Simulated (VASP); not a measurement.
# SnTe (NiAs type) (P6_3/mmc) in VASP: single point with PBE

Aim: the single point of SnTe (NiAs type) with PBE.

Everything below comes from runs of VASP 6.6.1. Logs are shortened: lines on timing, memory, paths and dates and some standing lists are left out, and cuts for length are marked.

## (1) The cell of the first run

It takes space group P6_3/mmc (No. 194, hexagonal). Conventional cell: a = 3.781 Å, b = 3.781 Å, c = 8.058 Å, α = 90.00°, β = 90.00°, γ = 120.00°. Sn (site symmetry -3m) has 6 Te at 2.97 Å and 8 Sn at 3.78 to 4.03 Å within 4.1 Å. Within 3.9 Å of Te (site symmetry -6m2) lie 6 Sn at 2.97 Å and 6 Te at 3.78 Å.

## (2) Single point, PBE

INCAR reads:

```
SYSTEM = SnTe
ALGO = Normal
EDIFF = 1E-7
ENCUT = 520
GGA = PE
ISIF = 2
ISMEAR = -1
LASPH = .True.
LCHARG = .False.
LREAL = .False.
LWAVE = .False.
NBANDS = 28
NELM = 100
PREC = Accurate
SIGMA = 0.1
```

KPOINTS reads:

```
k-points
0
Gamma
  10 10 6
  0 0 0
```

POSCAR reads:

```
SnTe
1.0
    3.7814821774      0.0000000000      0.0000000000
   -1.8907410887      3.2748596296      0.0000000000
    0.0000000000      0.0000000000      8.0577100726
Sn Te
2 2
Direct
    0.0000000000      0.0000000000      0.0000000000
    0.0000000000      0.0000000000      0.5000000000
    0.3333333333      0.6666666667      0.2500000000
    0.6666666667      0.3333333333      0.7500000000
```

Potentials or basis: VASP PAW PBE potentials, release 64 (Sn_d, Te).

Launch:

```
> cat potpaw_PBE.64/Sn_d/POTCAR potpaw_PBE.64/Te/POTCAR > POTCAR
> mpirun -np 1 vasp_std > vasp.out
```

OUTCAR:

```text
SYSTEM = SnTe
   EDIFF = 1E-7
   ENCUT = 520
   GGA = PE
   ISIF = 2
   ISMEAR = -1
   LASPH = .True.
   LREAL = .False.
   NELM = 100
   PREC = Accurate

 ion  position               nearest neighbor table
   1  0.000  0.000  0.000-   3 2.97   4 2.97   4 2.97   3 2.97   4 2.97   3 2.97
   2  0.000  0.000  0.500-   3 2.97   4 2.97   4 2.97   3 2.97   4 2.97   3 2.97
   3  0.333  0.667  0.250-   1 2.97   2 2.97   1 2.97   2 2.97   1 2.97   2 2.97
   4  0.667  0.333  0.750-   1 2.97   2 2.97   1 2.97   2 2.97   1 2.97   2 2.97

  LATTYP: Found a hexagonal cell.
 ALAT       =     3.7814821774
 C/A-ratio  =     2.1308338092

  Lattice vectors:

 A1 = (   3.7814821774,   0.0000000000,   0.0000000000)
 A2 = (  -1.8907410887,   3.2748596296,   0.0000000000)
 A3 = (   0.0000000000,   0.0000000000,   8.0577100726)

Analysis of symmetry for initial positions (statically):
=====================================================================
 Subroutine PRICEL returns:
 Original cell was already a primitive cell.

 Routine SETGRP: Setting up the symmetry group for a
 hexagonal supercell.

 Subroutine GETGRP returns: Found 24 space group operations
 (whereof 12 operations were pure point group operations)
 out of a pool of 24 trial point group operations.

The static configuration has the point symmetry D_3d.
 The point group associated with its full space group is D_6h.

Analysis of symmetry for dynamics (positions and initial velocities):
=====================================================================
 Subroutine PRICEL returns:
 Original cell was already a primitive cell.

 Routine SETGRP: Setting up the symmetry group for a
 hexagonal supercell.

 Subroutine GETGRP returns: Found 24 space group operations
 (whereof 12 operations were pure point group operations)
 out of a pool of 24 trial point group operations.

The dynamic configuration has the point symmetry D_3d.
 The point group associated with its full space group is D_6h.

 Subroutine INISYM returns: Found 24 space group operations
 (whereof 12 operations are pure point group operations),
 and found     1 'primitive' translations

----------------------------------------------------------------------------------------

                                     Primitive cell

  volume of cell :      99.7853

  direct lattice vectors                    reciprocal lattice vectors
     3.781482177  0.000000000  0.000000000     0.264446572  0.152678300  0.000000000
    -1.890741089  3.274859630  0.000000000     0.000000000  0.305356599  0.000000000
     0.000000000  0.000000000  8.057710073     0.000000000  0.000000000  0.124104738

  length of vectors
     3.781482177  3.781482177  8.057710073     0.305356599  0.305356599  0.124104738

  position of ions in fractional coordinates (direct lattice)
     0.000000000  0.000000000  0.000000000
     0.000000000  0.000000000  0.500000000
     0.333333333  0.666666667  0.250000000
     0.666666667  0.333333333  0.750000000

  ion indices of the primitive-cell ions
   primitive index   ion index
                 1           1
                 2           2
                 3           3
                 4           4

----------------------------------------------------------------------------------------

 KPOINTS: k-points

Automatic generation of k-mesh.
 Grid dimensions read from file:
 generate k-points for:   10   10    6

 Generating k-lattice:

  Cartesian coordinates                     Fractional coordinates (reciprocal lattice)
     0.026444657  0.015267830  0.000000000     0.100000000 -0.000000000  0.000000000
     0.000000000  0.030535660  0.000000000     0.000000000  0.100000000  0.000000000
     0.000000000  0.000000000  0.020684123     0.000000000  0.000000000  0.166666667

  Length of vectors
     0.030535660  0.030535660  0.020684123

  Shift w.r.t. Gamma in fractional coordinates (k-lattice)
     0.000000000  0.000000000  0.000000000

 Subroutine IBZKPT returns following result:
 ===========================================

 Found     56 irreducible k-points:

 Following reciprocal coordinates:
            Coordinates               Weight
  0.000000  0.000000  0.000000      1.000000
  0.100000 -0.000000  0.000000      6.000000
  0.200000 -0.000000  0.000000      6.000000
  0.300000 -0.000000  0.000000      6.000000
  0.400000 -0.000000  0.000000      6.000000
  0.500000 -0.000000  0.000000      3.000000
[... 16 lines left out ...]
  0.300000  0.100000  0.166667     24.000000
  0.400000  0.100000  0.166667     24.000000
 [... further k-points ...]
   k-points           NKPTS =     56   k-points in BZ     NKDIM =     56   number of bands    NBANDS=     28
   number of dos      NEDOS =    301   number of ions     NIONS =      4
   total plane-waves  NPLWV =  47040
   dimension x,y,z NGX =    28 NGY =   28 NGZ =   60
   dimension x,y,z NGXF=    56 NGYF=   56 NGZF=  120
   ions per type =               2   2
   NGX,Y,Z   is equivalent  to a cutoff of  12.31, 12.31, 12.38 a.u.
   NGXF,Y,Z  is equivalent  to a cutoff of  24.62, 24.62, 24.76 a.u.
 SYSTEM =  SnTe
   PREC   = accura    normal or accurate (medium, high low for compatibility)
   ISTART =      0    job   : 0-new  1-cont  2-samecut
   ICHARG =      2    charge: 1-file 2-atom 10-const
   ISPIN  =      1    spin polarized calculation?
   LNONCOLLINEAR =      F non collinear calculations
   LSORBIT =      F    spin-orbit coupling
   LASPH  =      T    aspherical Exc in radial PAW
   ENCUT  =  520.0 eV  38.22 Ry    6.18 a.u.   7.03  7.03 14.98*2*pi/ulx,y,z
   NELM   =    100;   NELMIN=  2; NELMDL= -5     # of ELM steps
   EDIFF  = 0.1E-06   stopping-criterion for ELM
   LREAL  =      F    real-space projection
   EDIFFG = 0.1E-05   stopping-criterion for IOM
   NSW    =      0    number of steps for IOM
   IBRION =     -1    ionic relax: 0-MD 1-quasi-New 2-CG
   NFREE  =      0    steps in history (QN), initial steepest desc. (CG)
   ISIF   =      2    stress and relaxation
   ISYM   =      2    0-nonsym 1-usesym 2-fastsym
   POTIM  = 0.5000    time-step for ionic-motion
   TEBEG  =    0.0;   TEEND  =   0.0 temperature during run
   PSTRESS=    0.0 pullay stress
   NELECT =      40.0000    total number of electrons
   NUPDOWN=      -1.0000    fix difference up-down
   EMIN   =  10.00;   EMAX   =-10.00  energy-range for DOS
   EFERMI =   0.00;   METHOD = LEGACY
   ISMEAR =    -1;   SIGMA  =   0.10  broadening in eV -4-tet -1-fermi 0-gaus
   EFERMI_NEDOS =   21; number of points for ismear=-14 and -15
   IALGO  =     38    algorithm
   IMIX   =      4    mixing-type and parameters
     AMIX     =   0.40;   BMIX     =  1.00
     AMIX_MAG =   1.60;   BMIX_MAG =  1.00
  volume/ion in A,a.u.               =      24.95       168.35
  Fermi-wavevector in a.u.,A,eV,Ry     =   1.207089  2.281068 19.824564  1.457064
  Thomas-Fermi vector in A             =   2.342737
   LORBIT       =      0    0 simple, 1 ext, 2 COOP (PROOUT), +10 PAW based schemes
   GGA     = PE    functional components
   LHFCALC =     F    Hartree Fock is set to
   AEXX    =    0.0000 exact exchange contribution
   IVDW    =     0    specifies the selected vdW correction
   LEPSILON=     F    determine dielectric tensor
   LRPA    =     F    only Hartree local field effects (RPA)
 non-spin polarized calculation
  energy-cutoff  :      520.00
  volume of cell :       99.79
 maximum number of plane-waves:      2710
   NGX = 15   NGY = 15   NGZ = 29

 number of electron      39.9999996 magnetization

 Free energy of the ion-electron system (eV)
  ---------------------------------------------------
  ext. energy  EPLUGINS =         0.00000000
  ---------------------------------------------------
  free energy    TOTEN  =       -13.48507302 eV

  energy without entropy =      -13.43703678  energy(sigma->0) =      -13.46105490

 E-fermi :   9.7190     XC(G=0): -10.5982

 val. band max:        9.6416760929   @ k =   0.2000   0.2000   0.0000
 cond. band min:       9.7278728104   @ k =   0.3000   0.2000   0.0000
 fundamental gap:      0.0861967176
 Fermi energy:         9.7189723072

 k-point     1 :       0.0000    0.0000    0.0000
  band No.  band energies     occupation
      1     -12.1599      2.00000
      2     -12.1503      2.00000
      3     -12.1503      2.00000
      4     -12.1413      2.00000
      5     -12.1413      2.00000
      6     -12.1274      2.00000
[... 20 lines left out ...]
     27      15.1774      0.00000
     28      16.1592      0.00000

 k-point     2 :       0.1000   -0.0000    0.0000
  band No.  band energies     occupation
      1     -12.1577      2.00000
      2     -12.1537      2.00000
      3     -12.1478      2.00000
      4     -12.1435      2.00000
      5     -12.1381      2.00000
      6     -12.1247      2.00000
[... 20 lines left out ...]
     27      14.6929      0.00000
     28      14.9906      0.00000

 k-point     3 :       0.2000   -0.0000    0.0000
  band No.  band energies     occupation
      1     -12.1661      2.00000
      2     -12.1505      2.00000
      3     -12.1503      2.00000
      4     -12.1441      2.00000
      5     -12.1323      2.00000
      6     -12.1240      2.00000
[... 20 lines left out ...]
     27      15.1839      0.00000
     28      16.1933      0.00000

 k-point     4 :       0.3000   -0.0000    0.0000
  band No.  band energies     occupation
      1     -12.1810      2.00000
      2     -12.1599      2.00000
      3     -12.1468      2.00000
      4     -12.1434      2.00000
      5     -12.1297      2.00000
      6     -12.1281      2.00000
[... 20 lines left out ...]
     27      15.2451      0.00000
     28      15.9551      0.00000

 k-point     5 :       0.4000   -0.0000    0.0000
  band No.  band energies     occupation
      1     -12.1934      2.00000
      2     -12.1678      2.00000
      3     -12.1475      2.00000
      4     -12.1444      2.00000
      5     -12.1327      2.00000
      6     -12.1295      2.00000
[... 20 lines left out ...]
     27      15.2410      0.00000
     28      15.3737      0.00000

 k-point     6 :       0.5000   -0.0000    0.0000
  band No.  band energies     occupation
      1     -12.1981      2.00000
      2     -12.1708      2.00000
      3     -12.1483      2.00000
      4     -12.1449      2.00000
      5     -12.1344      2.00000
      6     -12.1297      2.00000
[... 463 lines left out ...]
      5     -12.1359      2.00000
      6     -12.1232      2.00000
[... 20 lines left out ...]
     27      15.1002      0.00000
     28      15.4992      0.00000

 k-point    22 :       0.2000    0.1000    0.1667
  band No.  band energies     occupation
      1     -12.1719      2.00000
      2     -12.1552      2.00000
      3     -12.1468      2.00000
      4     -12.1416      2.00000
      5     -12.1333      2.00000
      6     -12.1247      2.00000
[... 20 lines left out ...]
     27      15.1657      0.00000
     28      16.3510      0.00000

 k-point    23 :       0.3000    0.1000    0.1667
  band No.  band energies     occupation
      1     -12.1843      2.00000
      2     -12.1633      2.00000
      3     -12.1461      2.00000
      4     -12.1420      2.00000
      5     -12.1328      2.00000
      6     -12.1285      2.00000
[... 20 lines left out ...]
     27      15.2026      0.00000
     28      16.3162      0.00000

 k-point    24 :       0.4000    0.1000    0.1667
  band No.  band energies     occupation
      1     -12.1920      2.00000
      2     -12.1685      2.00000
      3     -12.1471      2.00000
      4     -12.1434      2.00000
      5     -12.1331      2.00000
      6     -12.1315      2.00000
[... 20 lines left out ...]
     27      15.3109      0.00000
     28      15.8623      0.00000

 [... further k-points ...]

------------------------ aborting loop because EDIFF is reached ----------------------------------------

  FORCE on cell =-STRESS in cart. coord.  units (eV):
  Direction    XX          YY          ZZ          XY          YZ          ZX
  --------------------------------------------------------------------------------------
  -------------------------------------------------------------------------------------
  Total       10.5669276     10.5669276     10.6234554     -0.0000000     -0.0000000      0.0000000
  in kB      169.6652616    169.6652616    170.5728866     -0.0000000     -0.0000000      0.0000000
  external PRESSURE =     169.9678033 kB  Pullay stress =       0.0000000 kB

 VOLUME and BASIS-vectors are now :
 -----------------------------------------------------------------------------
  energy-cutoff  :      520.00
  volume of cell :       99.79
      direct lattice vectors                 reciprocal lattice vectors
     3.781482177  0.000000000  0.000000000     0.264446572  0.152678300  0.000000000
    -1.890741089  3.274859630  0.000000000     0.000000000  0.305356599  0.000000000
     0.000000000  0.000000000  8.057710073     0.000000000  0.000000000  0.124104738

 POSITION                                       TOTAL-FORCE (eV/Angst)
 -----------------------------------------------------------------------------------
      0.00000      0.00000      0.00000        -0.000000      0.000000     -0.000000
      0.00000      0.00000      4.02886        -0.000000      0.000000     -0.000000
     -0.00000      2.18324      2.01443        -0.000000     -0.000000      0.000000
      1.89074      1.09162      6.04328         0.000000      0.000000     -0.000000
 -----------------------------------------------------------------------------------
    total drift:                               -0.000000      0.000000      0.000000

  FREE ENERGIE OF THE ION-ELECTRON SYSTEM (eV)
  ---------------------------------------------------
  free  energy   TOTEN  =       -13.4850730158 eV

  energy  without entropy=      -13.4370367791  energy(sigma->0) =      -13.46105490
```

It took 88 s on 1 thread of AMD EPYC 9R45 (Zen 5), shared host; peak memory 0.26 GiB.

Results:

```
Free energy            : -13.4851 eV
Pressure               : 17.0 GPa
Band gap on the k mesh : zero (bands 20 and 21 overlap by 2.94 eV)
```

Caveat: the cell stands under pressure; spin-orbit coupling is left out, which moves the levels of the heavy elements.

The gap in the log of VASP goes by the Fermi energy; the results here count the filled bands.